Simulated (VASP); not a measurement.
Write the native input for VASP 6.6.1 that does the following.

- Task: relaxation of cell and atoms
- Functional: PBE
- Potentials or basis: VASP PAW PBE potentials, release 64 (Ga_d, H)
- Cutoff: 600 eV
- k mesh: 8 × 8 × 8
- Occupations: gaussian, width 0.1 eV
- Spin: no spin polarisation
- Dipole correction: no
- Further INCAR settings: ALGO = Normal; EDIFF = 1e-06; IBRION = 2; EDIFFG = -0.01; NSW = 100; ISIF = 3

The structure of GaH6 lies in POSCAR:

```
GaH6
1.0
    4.7642336133      0.0000000000      0.0000000000
    0.0000000000      4.7642336133      0.0000000000
    0.0000000000      0.0000000000      4.7642336133
Ga H
1 6
Direct
    0.0000000000      0.0000000000      0.0000000000
    0.0789928699      0.5000000000      0.5000000000
    0.5000000000      0.0789928699      0.5000000000
    0.9210071301      0.5000000000      0.5000000000
    0.5000000000      0.9210071301      0.5000000000
    0.5000000000      0.5000000000      0.0789928699
    0.5000000000      0.5000000000      0.9210071301
```

The cell was built from a structure type or drawn by symmetry, and may not be a known phase.

The input as run:

INCAR

```
SYSTEM = GaH6
PREC = Accurate
ENCUT = 600
EDIFF = 1E-6
ISMEAR = 0
SIGMA = 0.1
LREAL = .FALSE.
LASPH = .TRUE.
NELM = 60
ALGO = Normal
ISIF = 3
LWAVE = .FALSE.
LCHARG = .FALSE.
GGA = PE
IBRION = 2
NSW = 100
EDIFFG = -0.01
```

KPOINTS

```
regular mesh
0
G
  8 8 8
  0 0 0
```

Potentials or basis: VASP PAW PBE potentials, release 64 (Ga_d, H).

Command:

```console
$ cat potpaw_PBE.64/Ga_d/POTCAR potpaw_PBE.64/H/POTCAR > POTCAR
$ mpirun -np 1 vasp_std > vasp.out
```

It gave:

```yaml
Energy_gained_by_relaxing: 0.0 meV/atom
Ionic_steps: 3
Pressure_after_relaxing: 0.0 GPa
Band_gap_on_the_k_mesh: zero (an odd number of electrons rules out a gap without spin polarisation)
```

Wall time 100 s on 1 thread of Intel Xeon 8259CL, with other jobs on the host, peak memory 0.28 GiB.
